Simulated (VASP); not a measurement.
A run of VASP 6.6.1 is set up as follows.

The input INCAR:

```
SYSTEM = AlN
ALGO = Normal ; EDIFF = 1E-7
ENCUT = 520 ; GGA = PE
ISIF = 2 ; ISMEAR = 0
LASPH = .TRUE. ; LCHARG = .FALSE.
LREAL = .FALSE. ; LWAVE = .FALSE.
NBANDS = 16 ; NELM = 80
PREC = Accurate ; SIGMA = 0.01
```

Contents of KPOINTS:

```
Automatic mesh
0
Gamma
  2 2 2
  0.25 0.25 0.25
```

File POSCAR:

```
AlN
1.0
    3.1297569546      0.0000000309      0.0000000000
   -1.5648785040      2.7104490149      0.0000000000
    0.0000000000      0.0000000000      5.0174032950
Al N
2 2
Direct
    0.6671048057      0.3329323772      0.5000247806
    0.3329323772      0.6671048057      0.0000247806
    0.6639230877      0.3360397294      0.8799752194
    0.3360397294      0.6639230877      0.3799752194
```

Potentials or basis: VASP PAW PBE potentials, release 64 (Al, N).

Run with:

```bash
$ cat potpaw_PBE.64/Al/POTCAR potpaw_PBE.64/N/POTCAR > POTCAR
$ mpirun -np 1 vasp_std > vasp.out
```

(1) What does it give for the band gap on the k mesh?

(2) Estimate the pressure.

## Answers

(1) 5.74 eV, indirect (least direct gap 6.33 eV).

(2) -0.6 GPa.

Caveat: the k points lie up to 1.16 Å⁻¹ apart.
